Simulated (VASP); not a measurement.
# FeO (Wuestite) (R-3m) in VASP: further runs

FeO (Wuestite) is run at these levels: PBEsol, PBE; tasks: single point.

Program: VASP 6.6.1. These are calculated values, not measurements. Logs are shortened: lines on timing, memory, paths and dates and some standing lists are left out, and cuts for length are marked.

## Step 1: The cell of the first run

It takes space group R-3m (No. 166, trigonal). Conventional cell: a = 3.038 Å, b = 3.038 Å, c = 7.559 Å, α = 90.00°, β = 90.00°, γ = 120.00°. Fe (site symmetry -3m) has 6 O at 2.16 Å within 2.9 Å. Within 2.9 Å of O (site symmetry -3m) lie 6 Fe at 2.16 Å.

## Step 2: Single point, PBEsol

Contents of INCAR:

```
PREC     = Accurate       # precision mode
ENCUT    = 600            # plane-wave cutoff, eV
EDIFF    = 1E-6           # SCF threshold, eV
ISMEAR   = -1             # smearing method
SIGMA    = 0.05           # smearing width, eV
LREAL    = F              # projectors in reciprocal space
LASPH    = T              # aspherical terms in the spheres
NELM     = 120            # most SCF steps
ALGO     = Normal         # electronic algorithm
ISIF     = 2              # what is computed and relaxed
LWAVE    = F              # write WAVECAR
LCHARG   = T              # write CHGCAR
GGA      = PS             # functional
LELF     = T              # ELF
LVHAR    = T            
NBANDS   = 18             # bands
GGA_COMPAT= F
```

Contents of KPOINTS:

```
Automatic mesh
0
Gamma
  11 11 11
```

Contents of POSCAR:

```
FeO
1.0
    1.5188209023      0.8768916568      2.5195772846
   -1.5188209023      0.8768916568      2.5195772846
    0.0000000000     -1.7537833136      2.5195772846
Fe O
1 1
Direct
    0.0000000000      0.0000000000      0.0000000000
    0.5000000000      0.5000000000      0.5000000000
```

Potentials or basis: VASP PAW PBE potentials, release 64 (Fe_sv, O).

Command:

```console
cat potpaw_PBE.64/Fe_sv/POTCAR potpaw_PBE.64/O/POTCAR > POTCAR
mpirun -np 1 vasp_std > vasp.out
```

OUTCAR:

```text
PREC = Accurate
   ENCUT = 600
   EDIFF = 1E-6
   ISMEAR = -1
   LREAL = F
   LASPH = T
   NELM = 120
   ISIF = 2
   GGA = PS

 ion  position               nearest neighbor table
   1  0.000  0.000  0.000-   2 2.16   2 2.16   2 2.16   2 2.16   2 2.16   2 2.16
   2  0.500  0.500  0.500-   1 2.16   1 2.16   1 2.16   1 2.16   1 2.16   1 2.16

  LATTYP: Found a trigonal (rhomboedric) cell.
 ALAT       =     3.0698575869
 COS(alpha) =     0.5104391626

  Lattice vectors:

 A1 = (   1.5188209023,   0.8768916568,   2.5195772846)
 A2 = (  -1.5188209023,   0.8768916568,   2.5195772846)
 A3 = (   0.0000000000,  -1.7537833136,   2.5195772846)

Analysis of symmetry for initial positions (statically):
=====================================================================
 Subroutine PRICEL returns:
 Original cell was already a primitive cell.

 Routine SETGRP: Setting up the symmetry group for a
 trigonal (rhombohedral) supercell.

 Subroutine GETGRP returns: Found 12 space group operations
 (whereof 12 operations were pure point group operations)
 out of a pool of 12 trial point group operations.

The static configuration has the point symmetry D_3d.

Analysis of symmetry for dynamics (positions and initial velocities):
=====================================================================
 Subroutine PRICEL returns:
 Original cell was already a primitive cell.

 Routine SETGRP: Setting up the symmetry group for a
 trigonal (rhombohedral) supercell.

 Subroutine GETGRP returns: Found 12 space group operations
 (whereof 12 operations were pure point group operations)
 out of a pool of 12 trial point group operations.

The dynamic configuration has the point symmetry D_3d.

 Subroutine INISYM returns: Found 12 space group operations
 (whereof 12 operations are pure point group operations),
 and found     1 'primitive' translations

----------------------------------------------------------------------------------------

                                     Primitive cell

  volume of cell :      20.1341

  direct lattice vectors                    reciprocal lattice vectors
     1.518820902  0.876891657  2.519577285     0.329202738  0.190065290  0.132297324
    -1.518820902  0.876891657  2.519577285    -0.329202738  0.190065290  0.132297324
     0.000000000 -1.753783314  2.519577285     0.000000000 -0.380130579  0.132297324

  length of vectors
     3.069857587  3.069857587  3.069857587     0.402494521  0.402494521  0.402494521

  position of ions in fractional coordinates (direct lattice)
     0.000000000  0.000000000  0.000000000
     0.500000000  0.500000000  0.500000000

  ion indices of the primitive-cell ions
   primitive index   ion index
                 1           1
                 2           2

----------------------------------------------------------------------------------------

 KPOINTS: Automatic mesh

Automatic generation of k-mesh.
 Grid dimensions read from file:
 generate k-points for:   11   11   11

 Generating k-lattice:

  Cartesian coordinates                     Fractional coordinates (reciprocal lattice)
     0.029927522  0.017278663  0.012027029     0.090909091 -0.000000000  0.000000000
    -0.029927522  0.017278663  0.012027029    -0.000000000  0.090909091  0.000000000
     0.000000000 -0.034557325  0.012027029     0.000000000  0.000000000  0.090909091

  Length of vectors
     0.036590411  0.036590411  0.036590411

  Shift w.r.t. Gamma in fractional coordinates (k-lattice)
     0.000000000  0.000000000  0.000000000

 Subroutine IBZKPT returns following result:
 ===========================================

 Found    146 irreducible k-points:

 Following reciprocal coordinates:
            Coordinates               Weight
  0.000000  0.000000  0.000000      1.000000
  0.090909  0.000000 -0.000000      6.000000
  0.181818  0.000000 -0.000000      6.000000
  0.272727  0.000000  0.000000      6.000000
  0.363636  0.000000  0.000000      6.000000
  0.454545  0.000000 -0.000000      6.000000
[... 16 lines left out ...]
 -0.272727  0.181818  0.000000     12.000000
 -0.181818  0.181818  0.000000      6.000000
 [... further k-points ...]
   k-points           NKPTS =    146   k-points in BZ     NKDIM =    146   number of bands    NBANDS=     18
   number of dos      NEDOS =    301   number of ions     NIONS =      2
   total plane-waves  NPLWV =  21952
   dimension x,y,z NGX =    28 NGY =   28 NGZ =   28
   dimension x,y,z NGXF=    56 NGYF=   56 NGZF=   56
   ions per type =               1   1
   NGX,Y,Z   is equivalent  to a cutoff of  15.16, 15.16, 15.16 a.u.
   NGXF,Y,Z  is equivalent  to a cutoff of  30.33, 30.33, 30.33 a.u.
 SYSTEM =  unknown system
   PREC   = accura    normal or accurate (medium, high low for compatibility)
   ISTART =      0    job   : 0-new  1-cont  2-samecut
   ICHARG =      2    charge: 1-file 2-atom 10-const
   ISPIN  =      1    spin polarized calculation?
   LNONCOLLINEAR =      F non collinear calculations
   LSORBIT =      F    spin-orbit coupling
   LASPH  =      T    aspherical Exc in radial PAW
   ENCUT  =  600.0 eV  44.10 Ry    6.64 a.u.   6.13  6.13  6.13*2*pi/ulx,y,z
   NELM   =    120;   NELMIN=  2; NELMDL= -5     # of ELM steps
   EDIFF  = 0.1E-05   stopping-criterion for ELM
   LREAL  =      F    real-space projection
   EDIFFG = 0.1E-04   stopping-criterion for IOM
   NSW    =      0    number of steps for IOM
   IBRION =     -1    ionic relax: 0-MD 1-quasi-New 2-CG
   NFREE  =      0    steps in history (QN), initial steepest desc. (CG)
   ISIF   =      2    stress and relaxation
   ISYM   =      2    0-nonsym 1-usesym 2-fastsym
   POTIM  = 0.5000    time-step for ionic-motion
   TEBEG  =    0.0;   TEEND  =   0.0 temperature during run
   PSTRESS=    0.0 pullay stress
   NELECT =      22.0000    total number of electrons
   NUPDOWN=      -1.0000    fix difference up-down
   EMIN   =  10.00;   EMAX   =-10.00  energy-range for DOS
   EFERMI =   0.00;   METHOD = LEGACY
   ISMEAR =    -1;   SIGMA  =   0.05  broadening in eV -4-tet -1-fermi 0-gaus
   EFERMI_NEDOS =   21; number of points for ismear=-14 and -15
   IALGO  =     38    algorithm
   IMIX   =      4    mixing-type and parameters
     AMIX     =   0.40;   BMIX     =  1.00
     AMIX_MAG =   1.60;   BMIX_MAG =  1.00
  volume/ion in A,a.u.               =      10.07        67.94
  Fermi-wavevector in a.u.,A,eV,Ry     =   1.686185  3.186428 38.684359  2.843220
  Thomas-Fermi vector in A             =   2.768895
   LORBIT       =      0    0 simple, 1 ext, 2 COOP (PROOUT), +10 PAW based schemes
   GGA     = PS    functional components
   LHFCALC =     F    Hartree Fock is set to
   AEXX    =    0.0000 exact exchange contribution
   IVDW    =     0    specifies the selected vdW correction
   LEPSILON=     F    determine dielectric tensor
   LRPA    =     F    only Hartree local field effects (RPA)
 non-spin polarized calculation
  energy-cutoff  :      600.00
  volume of cell :       20.13
 maximum number of plane-waves:       683
 NGX is ok and might be reduce to    28
   NGX = 13   NGY = 13   NGZ = 13

 number of electron      21.9999992 magnetization

 Free energy of the ion-electron system (eV)
  ---------------------------------------------------
  ext. energy  EPLUGINS =         0.00000000
  ---------------------------------------------------
  free energy    TOTEN  =       -14.49418641 eV

  energy without entropy =      -14.42533292  energy(sigma->0) =      -14.45975966

 E-fermi :   8.8792     XC(G=0): -12.7924

 val. band max:        8.8786071578   @ k =  -0.2727   0.2727   0.1818
 cond. band min:       8.8797718682   @ k =  -0.1818   0.4545   0.1818
 fundamental gap:      0.0011647105
 Fermi energy:         8.8791519619

 k-point     1 :       0.0000    0.0000    0.0000
  band No.  band energies     occupation
      1     -77.6573      2.00000
      2     -43.8671      2.00000
      3     -43.8504      2.00000
      4     -43.8504      2.00000
      5     -11.5036      2.00000
      6       5.1603      2.00000
[... 10 lines left out ...]
     17      26.9976      0.00000
     18      26.9976      0.00000

 k-point     2 :       0.0909    0.0000   -0.0000
  band No.  band energies     occupation
      1     -77.6568      2.00000
      2     -43.8684      2.00000
      3     -43.8556      2.00000
      4     -43.8514      2.00000
      5     -11.4251      2.00000
      6       4.6642      2.00000
[... 10 lines left out ...]
     17      26.7278      0.00000
     18      27.2925      0.00000

 k-point     3 :       0.1818    0.0000   -0.0000
  band No.  band energies     occupation
      1     -77.6555      2.00000
      2     -43.8740      2.00000
      3     -43.8644      2.00000
      4     -43.8533      2.00000
      5     -11.2069      2.00000
      6       3.5071      2.00000
[... 10 lines left out ...]
     17      25.6867      0.00000
     18      27.7476      0.00000

 k-point     4 :       0.2727    0.0000    0.0000
  band No.  band energies     occupation
      1     -77.6538      2.00000
      2     -43.8886      2.00000
      3     -43.8687      2.00000
      4     -43.8558      2.00000
      5     -10.9029      2.00000
      6       2.3309      2.00000
[... 10 lines left out ...]
     17      24.2705      0.00000
     18      28.2278      0.00000

 k-point     5 :       0.3636    0.0000    0.0000
  band No.  band energies     occupation
      1     -77.6523      2.00000
      2     -43.9043      2.00000
      3     -43.8708      2.00000
      4     -43.8579      2.00000
      5     -10.6014      2.00000
      6       1.3982      2.00000
[... 10 lines left out ...]
     17      23.0800      0.00000
     18      28.7666      0.00000

 k-point     6 :       0.4545    0.0000   -0.0000
  band No.  band energies     occupation
      1     -77.6513      2.00000
      2     -43.9139      2.00000
      3     -43.8722      2.00000
      4     -43.8588      2.00000
      5     -10.4100      2.00000
      6       0.8800      2.00000
[... 10 lines left out ...]
     17      22.4108      0.00000
     18      29.2546      0.00000

 k-point     7 :       0.0909    0.0909   -0.0000
  band No.  band energies     occupation
      1     -77.6567      2.00000
      2     -43.8700      2.00000
      3     -43.8547      2.00000
      4     -43.8527      2.00000
      5     -11.4015      2.00000
      6       4.3310      2.00000
[... 10 lines left out ...]
     17      26.1842      0.00000
     18      27.8970      0.00000

 k-point     8 :       0.1818    0.0909    0.0000
  band No.  band energies     occupation
      1     -77.6557      2.00000
      2     -43.8742      2.00000
      3     -43.8620      2.00000
      4     -43.8541      2.00000
      5     -11.2353      2.00000
      6       3.5270      2.00000
[... 10 lines left out ...]
     17      25.2965      0.00000
     18      27.0926      0.00000
[... 229 lines left out ...]
     17      23.6370      0.00000
     18      26.6714      0.00000

 k-point    20 :       0.4545    0.1818    0.0000
  band No.  band energies     occupation
      1     -77.6511      2.00000
      2     -43.9053      2.00000
      3     -43.8763      2.00000
      4     -43.8672      2.00000
      5     -10.4663      2.00000
      6       1.5192      2.00000
[... 10 lines left out ...]
     17      23.0662      0.00000
     18      27.8162      0.00000

 k-point    21 :      -0.4545    0.1818   -0.0000
  band No.  band energies     occupation
      1     -77.6505      2.00000
      2     -43.9093      2.00000
      3     -43.8784      2.00000
      4     -43.8686      2.00000
      5     -10.3567      2.00000
      6       1.3050      2.00000
[... 10 lines left out ...]
     17      22.7982      0.00000
     18      28.9723      0.00000

 k-point    22 :      -0.3636    0.1818   -0.0000
  band No.  band energies     occupation
      1     -77.6508      2.00000
      2     -43.9057      2.00000
      3     -43.8792      2.00000
      4     -43.8673      2.00000
      5     -10.4003      2.00000
      6       1.3780      2.00000
[... 10 lines left out ...]
     17      22.9850      0.00000
     18      30.1588      0.00000

 k-point    23 :      -0.2727    0.1818    0.0000
  band No.  band energies     occupation
      1     -77.6518      2.00000
      2     -43.8963      2.00000
      3     -43.8782      2.00000
      4     -43.8640      2.00000
      5     -10.5794      2.00000
      6       1.7297      2.00000
[... 10 lines left out ...]
     17      23.6729      0.00000
     18      28.8091      0.00000

 k-point    24 :      -0.1818    0.1818    0.0000
  band No.  band energies     occupation
      1     -77.6532      2.00000
      2     -43.8846      2.00000
      3     -43.8749      2.00000
      4     -43.8603      2.00000
      5     -10.8259      2.00000
      6       2.2795      2.00000
[... 10 lines left out ...]
     17      24.7297      0.00000
     18      27.8294      0.00000

 [... further k-points ...]
[... 5 lines left out ...]
  --------------------------------------------------------------------------------------
  -------------------------------------------------------------------------------------
  Total       -4.6440366     -4.6440366     -4.5511083      0.0000000      0.0000000      0.0000000
  in kB     -369.5513360   -369.5513360   -362.1565271      0.0000000      0.0000000      0.0000000
  external PRESSURE =    -367.0863997 kB  Pullay stress =       0.0000000 kB

 VOLUME and BASIS-vectors are now :
 -----------------------------------------------------------------------------
  energy-cutoff  :      600.00
  volume of cell :       20.13
      direct lattice vectors                 reciprocal lattice vectors
     1.518820902  0.876891657  2.519577285     0.329202738  0.190065290  0.132297324
    -1.518820902  0.876891657  2.519577285    -0.329202738  0.190065290  0.132297324
     0.000000000 -1.753783314  2.519577285     0.000000000 -0.380130579  0.132297324

 POSITION                                       TOTAL-FORCE (eV/Angst)
 -----------------------------------------------------------------------------------
      0.00000      0.00000      0.00000         0.000000      0.000000      0.000000
      0.00000      0.00000      3.77937        -0.000000     -0.000000     -0.000000
 -----------------------------------------------------------------------------------
    total drift:                                0.000000      0.000000      0.000000

  FREE ENERGIE OF THE ION-ELECTRON SYSTEM (eV)
  ---------------------------------------------------
  free  energy   TOTEN  =       -14.4941864076 eV

  energy  without entropy=      -14.4253329211  energy(sigma->0) =      -14.45975966
```

Wall time 40 s (1 thread of Intel Xeon 6975P-C (Granite Rapids), shared host); peak memory 0.2 GiB.

What came out:

| Property | Result |
| --- | --- |
| Free energy | -14.4942 eV |
| Pressure | -36.7 GPa |
| Band gap on the k mesh | zero (band 11 reaches 8.93 eV, above the bottom of band 12 at 7.98 eV) |

Caveat: the PAW data sets were made with another functional, which shifts forces and pressure a little; the run has no spin polarisation, though such a crystal can be magnetic; semilocal functionals often make such compounds metallic where correlation or magnetic order opens a gap, which also shifts bond lengths. With open d or f shells a metallic result of PBEsol can be an artefact of self-interaction; +U or a hybrid may open a gap.

## Step 3: Single point, PBE, collinear spin, ferromagnetic start

Contents of INCAR:

```
SYSTEM = FeO
ALGO = Normal
EDIFF = 1E-6
ENCUT = 520
GGA = PE
ISIF = 2
ISMEAR = 1
ISPIN = 2
LASPH = .True.
LCHARG = .False.
LMAXMIX = 4
LORBIT = 11
LREAL = .False.
LWAVE = .False.
MAGMOM = 3 0
NBANDS = 18
NELM = 150
PREC = Accurate
SIGMA = 0.1
```

Contents of KPOINTS:

```
k-points
0
Gamma
  9 9 9
  0 0 0
```

POSCAR is that of step 2.

Potentials or basis: VASP PAW PBE potentials, release 64 (Fe, O).

Command:

```console
cat potpaw_PBE.64/Fe/POTCAR potpaw_PBE.64/O/POTCAR > POTCAR
mpirun -np 1 vasp_std > vasp.out
```

Run time: 42 s. Hardware: 1 thread of Intel Xeon 6975P-C, shared host; peak memory 0.18 GiB.

Results (log left out):

```yaml
Free_energy: -14.9301 eV
Pressure: -1.3 GPa
Band_gap_on_the_k_mesh: zero (filled and empty bands overlap)
Net_moment: 4.00 μB per cell
Site_moments: Fe +3.62; O +0.30 μB
Valence_electrons_inside_the_program's_atomic_spheres: Fe 6.72; O 4.99
```

Stress tensor (GPa, compression positive):
```
-0.91  0.00  0.00
 0.00 -0.91  0.00
 0.00  0.00 -1.98
```

Levels at points of the mesh, in eV from the Fermi level:
Spin up:
| k point | band 5 | band 6 | band 7 | band 8 | band 9 | band 10 | band 11 | band 12 | band 13 | band 14 |
| --- | --- | --- | --- | --- | --- | --- | --- | --- | --- | --- |
| (0.00, 0.00, 0.00) | -3.80 | -3.70 | -3.70 | -3.64 | -3.64 | 0.10 | 15.49 | 16.76 | 17.17 | 17.17 |
Spin down:
```
           k point  band 3  band 4  band 5  band 6  band 7  band 8
(0.00, 0.00, 0.00)   -3.14   -3.14   -0.75   -0.66   -0.66    0.24
```

Caveat: a cell with one magnetic atom can't hold antiferromagnetic order, which such compounds often take; semilocal functionals often make such compounds metallic where correlation or magnetic order opens a gap, which also shifts bond lengths.
